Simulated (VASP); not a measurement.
The system is InSe.

```
In Se
1.0
     4.04733    0.00000    0.00000
    -2.02366    3.50509    0.00000
     0.00000    0.00000   18.05206
In Se
4 4
Direct
  0.33333 0.66667 0.07739
  0.33333 0.66667 0.92261
  0.00000 0.00000 0.42261
  0.00000 0.00000 0.57739
  0.33333 0.66667 0.35298
  0.33333 0.66667 0.64702
  0.66667 0.33333 0.14700
  0.66667 0.33333 0.85300
```

Program: VASP 6.6.1. Alike in all runs: task single point; no spin polarisation; cell as given; k mesh 8 × 8 × 2; cutoff (eV) 520.

Q: Order these runs on this cell by their band gap on the k mesh, lowest first.
A. level PBE; potentials or basis VASP PAW PBE potentials, release 64 (In_d, Se); smearing gaussian 0.014 eV
B. level r2SCAN; potentials or basis VASP PAW PBE potentials, release 64 (In_d, Se); smearing fermi-dirac 0.05 eV
C. level LDA; potentials or basis VASP PAW LDA potentials, release 64 (In_d, Se); smearing fermi-dirac 0.05 eV

A: C (0.51 eV), A (0.72 eV), B (1.13 eV).

Caveats: spin-orbit coupling is left out, which moves the levels of the heavy elements.

A k mesh can miss the band edges.
